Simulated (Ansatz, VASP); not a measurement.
One calculation of GaS2, two programs

File INCAR:

```
SYSTEM = GaS2
PREC = Accurate
ENCUT = 520
EDIFF = 1E-7
ISMEAR = 0
SIGMA = 0.1
LREAL = .False.
LASPH = .True.
NELM = 80
ALGO = Normal
ISIF = 2
LWAVE = .False.
LCHARG = .False.
GGA = PE
NBANDS = 20
```

File KPOINTS:

```
Automatic mesh
0
Gamma
  6 6 4
  0 0 0
```

Contents of POSCAR:

```
GaS2
1.0
    3.2800307300      0.0000000000      0.0000000000
   -1.6400153700      2.8405899400      0.0000000000
    0.0000000000      0.0000000000      5.9969323300
Ga S
1 2
Direct
    0.0000000000      0.0000000000      0.0000000000
    0.3333333300      0.6666666700      0.2500000000
    0.6666666700      0.3333333300      0.7500000000
```

Input for Ansatz:

```yaml
crystal:
  lattice:
    - [3.28003073, 0.0, 0.0]
    - [-1.64001537, 2.84058994, 0.0]
    - [0.0, 0.0, 5.99693233]
  atoms:
    - { symbol: Ga, position: [0.0, 0.0, 0.0] }
    - { symbol: S, position: [0.33333333, 0.66666667, 0.25] }
    - { symbol: S, position: [0.66666667, 0.33333333, 0.75] }
basis:
  ecutwfc: 420
kpoints:
  mp_grid: { grid: [6, 6, 4] }
hamiltonian:
  xc: pbe
scf:
  occupations: { method: gaussian, width: 0.1 }
  lower_state_search: "off"
output:
  forces: true
  stress: true
  eigenvalues: true
```

Change from the starting cell: species swapped into the VSe2 type (P-3m1, No. 164).

Alike in both runs: task single point; functional PBE; k mesh 6 × 6 × 4; occupations gaussian, width 0.1 eV; no spin polarisation.

```csv
,VASP,Ansatz
version,VASP 6.6.1,Ansatz 0.2.0
potentials or method,"VASP PAW PBE potentials, release 64 (Ga_d, S), cutoff 520 eV","scalar-relativistic, plane waves, PAW"
valence electrons in the cell,25,25
```

```tsv
	VASP	Ansatz	Ansatz less VASP
gap on the k mesh at the Fermi level (eV)	none	none	-
pressure (GPa)	4.5	4.5	+0.03
traceless stress, the component that is largest in VASP (GPa)	-0.81	-0.82	-0.013
rms of the force components (eV/Å)	0.018	0.019	+0.0007
```

Atom by atom the forces differ by 0.001 eV/Å (rms over components). A gap of «none» marks a metal or a gap that the smearing closes.

The k mesh is coarse, so the values compare programs but aren't converged.
